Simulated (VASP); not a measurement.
# Co (P6_3/mmc) in VASP: notebook, part 4 of 4

VASP 6.6.1.

### 6 Electric field gradients, PBE, collinear spin, ferromagnetic start (volume scaled by 1.06)

INCAR

```
SYSTEM = Co
ALGO     = Normal         ! electronic algorithm
EDIFF    = 1E-8           ! SCF threshold, eV
ENCUT    = 520            ! plane-wave cutoff, eV
GGA      = PE             ! functional
ISIF     = 2              ! what is computed and relaxed
ISMEAR   = -1             ! smearing method
ISPIN    = 2              ! spin polarisation
LASPH    = .TRUE.         ! aspherical terms in the spheres
LCHARG   = .FALSE.        ! write CHGCAR
LEFG     = .TRUE.       
LMAXMIX  = 4              ! l up to which the mixer works
LORBIT   = 11             ! projections on sites
LREAL    = .FALSE.        ! projectors in reciprocal space
LWAVE    = .FALSE.        ! write WAVECAR
MAGMOM   = 2 2            ! initial moments
NBANDS   = 20             ! bands
NELM     = 150            ! most SCF steps
PREC     = Accurate       ! precision mode
SIGMA    = 0.05           ! smearing width, eV
```

KPOINTS

```
k-points
0
G
  19 19 10
  0 0 0
```

POSCAR

```
Co
1.0
    2.5684055861      0.0000000000      0.0000000000
   -1.2842027931      2.2243044849      0.0000000000
    0.0000000000      0.0000000000      4.1712360565
Co
2
Direct
    0.3333333333      0.6666666667      0.2500000000
    0.6666666667      0.3333333333      0.7500000000
```

Potentials or basis: VASP PAW PBE potentials, release 64 (Co).

Started as:

```sh
$ cat potpaw_PBE.64/Co/POTCAR > POTCAR
$ mpirun -np 1 vasp_std > vasp.out
```

OUTCAR:

```text
SYSTEM = Co
   EDIFF = 1E-8
   ENCUT = 520
   GGA = PE
   ISIF = 2
   ISMEAR = -1
   ISPIN = 2
   LASPH = .TRUE.
   LORBIT = 11
   LREAL = .FALSE.
   NELM = 150
   PREC = Accurate

 ion  position               nearest neighbor table
   1  0.333  0.667  0.250-   2 2.56   2 2.56   2 2.56   2 2.56   2 2.56   2 2.56
   2  0.667  0.333  0.750-   1 2.56   1 2.56   1 2.56   1 2.56   1 2.56   1 2.56

  LATTYP: Found a hexagonal cell.
 ALAT       =     2.5684055861
 C/A-ratio  =     1.6240566050

  Lattice vectors:

 A1 = (   2.5684055861,   0.0000000000,   0.0000000000)
 A2 = (  -1.2842027931,   2.2243044849,   0.0000000000)
 A3 = (   0.0000000000,   0.0000000000,   4.1712360565)

Analysis of symmetry for initial positions (statically):
=====================================================================
 Subroutine PRICEL returns:
 Original cell was already a primitive cell.

 Routine SETGRP: Setting up the symmetry group for a
 hexagonal supercell.

 Subroutine GETGRP returns: Found 24 space group operations
 (whereof 12 operations were pure point group operations)
 out of a pool of 24 trial point group operations.

The static configuration has the point symmetry D_3d.
 The point group associated with its full space group is D_6h.

Analysis of symmetry for dynamics (positions and initial velocities):
=====================================================================
 Subroutine PRICEL returns:
 Original cell was already a primitive cell.

 Routine SETGRP: Setting up the symmetry group for a
 hexagonal supercell.

 Subroutine GETGRP returns: Found 24 space group operations
 (whereof 12 operations were pure point group operations)
 out of a pool of 24 trial point group operations.

The dynamic configuration has the point symmetry D_3d.
 The point group associated with its full space group is D_6h.

Analysis of structural, dynamic, and magnetic symmetry:
=====================================================================
 Subroutine PRICEL returns:
 Original cell was already a primitive cell.

 Routine SETGRP: Setting up the symmetry group for a
 hexagonal supercell.

 Subroutine GETGRP returns: Found 24 space group operations
 (whereof 12 operations were pure point group operations)
 out of a pool of 24 trial point group operations.

The overall configuration has the point symmetry D_3d.
 The point group associated with its full space group is D_6h.

 Subroutine INISYM returns: Found 24 space group operations
 (whereof 12 operations are pure point group operations),
 and found     1 'primitive' translations

----------------------------------------------------------------------------------------

                                     Primitive cell

  volume of cell :      23.8299

  direct lattice vectors                    reciprocal lattice vectors
     2.568405586  0.000000000  0.000000000     0.389346607  0.224789368  0.000000000
    -1.284202793  2.224304485  0.000000000     0.000000000  0.449578737  0.000000000
     0.000000000  0.000000000  4.171236056     0.000000000  0.000000000  0.239737091

  length of vectors
     2.568405586  2.568405586  4.171236056     0.449578737  0.449578737  0.239737091

  position of ions in fractional coordinates (direct lattice)
     0.333333333  0.666666667  0.250000000
     0.666666667  0.333333333  0.750000000

[... 113 lines left out ...]

 number of electron      18.0000010 magnetization       3.3545657

 Free energy of the ion-electron system (eV)
  ---------------------------------------------------
  ext. energy  EPLUGINS =         0.00000000
  ---------------------------------------------------
  free energy    TOTEN  =       -13.95778689 eV

  energy without entropy =      -13.94153796  energy(sigma->0) =      -13.94966242

 E-fermi :   8.9987     XC(G=0): -12.8629

 val. band max:        8.9961558879   @ k =   0.3684   0.2105   0.5000
 cond. band min:       9.0023112882   @ k =   0.1579   0.1579   0.2000
 fundamental gap:      0.0061554003
 Fermi energy:         8.9986671847

 spin component 1

 k-point     1 :       0.0000    0.0000    0.0000
  band No.  band energies     occupation
      1       0.6257      1.00000
      2       4.2638      1.00000
      3       6.4679      1.00000
      4       6.5049      1.00000
      5       6.5049      1.00000
      6       6.7655      1.00000
[... 541 lines left out ...]
     19      30.7028      0.00000
     20      32.2929      0.00000

 [... further k-points ...]

 spin component 2

 k-point     1 :       0.0000    0.0000    0.0000
  band No.  band energies     occupation
      1       0.6013      1.00000
      2       5.2371      1.00000
      3       8.1547      1.00000
      4       8.2113      1.00000
      5       8.2113      1.00000
      6       8.5233      0.99993
[... 541 lines left out ...]
     19      31.0256      0.00000
     20      32.6088      0.00000

 [... further k-points ...]

------------------------ aborting loop because EDIFF is reached ----------------------------------------

  FORCE on cell =-STRESS in cart. coord.  units (eV):
  Direction    XX          YY          ZZ          XY          YZ          ZX
  --------------------------------------------------------------------------------------
  -------------------------------------------------------------------------------------
  Total       -2.3451281     -2.3451281     -2.4589216      0.0000000      0.0000000      0.0000000
  in kB     -157.6719869   -157.6719869   -165.3227631      0.0000000      0.0000000      0.0000000
  external PRESSURE =    -160.2222456 kB  Pullay stress =       0.0000000 kB

 VOLUME and BASIS-vectors are now :
 -----------------------------------------------------------------------------
  energy-cutoff  :      520.00
  volume of cell :       23.83
      direct lattice vectors                 reciprocal lattice vectors
     2.568405586  0.000000000  0.000000000     0.389346607  0.224789368  0.000000000
    -1.284202793  2.224304485  0.000000000     0.000000000  0.449578737  0.000000000
     0.000000000  0.000000000  4.171236056     0.000000000  0.000000000  0.239737091

 POSITION                                       TOTAL-FORCE (eV/Angst)
 -----------------------------------------------------------------------------------
     -0.00000      1.48287      1.04281         0.000000      0.000000     -0.000000
      1.28420      0.74143      3.12843        -0.000000      0.000000      0.000000
 -----------------------------------------------------------------------------------
    total drift:                               -0.000000      0.000000     -0.000000

  FREE ENERGIE OF THE ION-ELECTRON SYSTEM (eV)
  ---------------------------------------------------
  free  energy   TOTEN  =       -13.9577868888 eV

  energy  without entropy=      -13.9415379574  energy(sigma->0) =      -13.94966242

 Electric field gradients (V/A^2)
---------------------------------------------------------------------
 ion       V_xx      V_yy      V_zz      V_xy      V_xz      V_yz
---------------------------------------------------------------------
   1       1.033     1.036    -2.069     0.002     0.000    -0.000
   2       1.033     1.036    -2.069     0.002    -0.000     0.000
---------------------------------------------------------------------

 Electric field gradients after diagonalization (V/A^2)
 (convention: |V_zz| > |V_xx| > |V_yy|)
----------------------------------------------------------------------
 ion       V_xx      V_yy      V_zz     asymmetry (V_yy - V_xx)/ V_zz
----------------------------------------------------------------------
   1       1.037     1.032    -2.069       0.002
   2       1.037     1.032    -2.069       0.002
----------------------------------------------------------------------

           NMR quadrupolar parameters

 Cq : quadrupolar parameter    Cq=e*Q*V_zz/h
 eta: asymmetry parameters     (V_yy - V_xx)/ V_zz
 Q  : nuclear electric quadrupole moment in mb (millibarn)
----------------------------------------------------------------------
 ion       Cq(MHz)       eta       Q (mb)
----------------------------------------------------------------------
   1      -0.005       0.002       1.000
   2      -0.005       0.002       1.000
----------------------------------------------------------------------

 total charge

# of ion       s       p       d       tot
------------------------------------------
    1        0.452   0.446   7.207   8.106
    2        0.452   0.446   7.207   8.106
--------------------------------------------------
tot          0.904   0.892  14.415  16.211

 magnetization (x)

# of ion       s       p       d       tot
------------------------------------------
    1       -0.013  -0.052   1.781   1.716
    2       -0.013  -0.052   1.781   1.716
--------------------------------------------------
tot         -0.027  -0.104   3.563   3.432
```

Wall time 87 s (1 thread of Intel Xeon 6975P-C (Granite Rapids), shared host); peak memory 0.26 GiB.

What came out:

| Item | Value |
| --- | --- |
| Free energy | -13.9578 eV |
| Pressure | -16.0 GPa |
| Net moment | 3.35 μB per cell |
| Site moments | Co +1.72 μB |
| Valence electrons inside the program's atomic spheres | Co 8.11 |

Stress tensor (GPa, compression positive):
```
-15.77   0.00   0.00
  0.00 -15.77   0.00
  0.00   0.00 -16.53
```

Electric field gradients, principal values (V/Å²):
| atom | least | middle | greatest (by size) |
| --- | --- | --- | --- |
| 1 Co | 1.032 | 1.037 | -2.069 |
| 2 Co | 1.032 | 1.037 | -2.069 |

Caveat: without QUAD_EFG the Cq values of the log hold for a quadrupole moment of 1 mb, not for the nuclei.

### 7 The runs side by side

```tsv
cell	gap on the mesh (eV)	pressure (GPa)	moment (μB)
a = 2.511, b = 2.511, c = 4.077 Å, angles 90.0, 90.0, 120.0°, 2 atoms	none	-5.4	3.26
a = 2.469, b = 2.469, c = 4.091 Å, angles 90.0, 90.0, 120.0°, 2 atoms	none	0.7	3.21
a = 2.568, b = 2.568, c = 4.171 Å, angles 90.0, 90.0, 120.0°, 2 atoms	none	-16.0	3.35
```

Alike in all rows: task electric field gradients; level PBE; potentials or basis VASP PAW PBE potentials, release 64 (Co); spin collinear, ferromagnetic start; k mesh 19 × 19 × 10; cutoff (eV) 520; smearing fermi-dirac 0.05 eV.

Total energies depend on the potentials used, so only differences within one code and one set of settings carry meaning.
